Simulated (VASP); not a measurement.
A run of VASP 6.6.1 is set up as follows.

File INCAR:

```
SYSTEM = Si
  ALGO = Normal
  EDIFF = 1E-7
  ENCUT = 520
  GGA = CA
  ISIF = 2
  ISMEAR = 0
  LASPH = .True.
  LCHARG = .False.
  LREAL = .False.
  LWAVE = .False.
  NBANDS = 11
  NELM = 100
  PREC = Accurate
  SIGMA = 0.15
```

KPOINTS

```
k-points
0
Gamma
  20 20 20
  0 0 0
```

Contents of POSCAR:

```
Si
1.0
   -2.4662271967      2.4662271967      1.2760947743
    2.4662271967     -2.4662271967      1.2760947743
    2.4662271967      2.4662271967     -1.2760947743
Si
2
Direct
    0.2500000000      0.7500000000      0.5000000000
    0.5000000000      0.5000000000      0.0000000000
```

Potentials or basis: VASP PAW LDA potentials, release 64 (Si).

Command:

```console
$ cat potpaw_LDA.64/Si/POTCAR > POTCAR
$ mpirun -np 1 vasp_std > vasp.out
```

Q: Estimate the pressure.

A: -4.8 GPa.

Q: What does it give for the band gap on the k mesh?

A: Zero (bands 4 and 5 overlap by 5.63 eV).

Stress tensor (GPa, compression positive):
```
-6.89  0.00  0.00
 0.00 -6.89  0.00
 0.00  0.00 -0.66
```

Caveat: the cell differs from its parent crystal (strain +0.040 along x and y, -0.040 along z); the cell stands under tension.
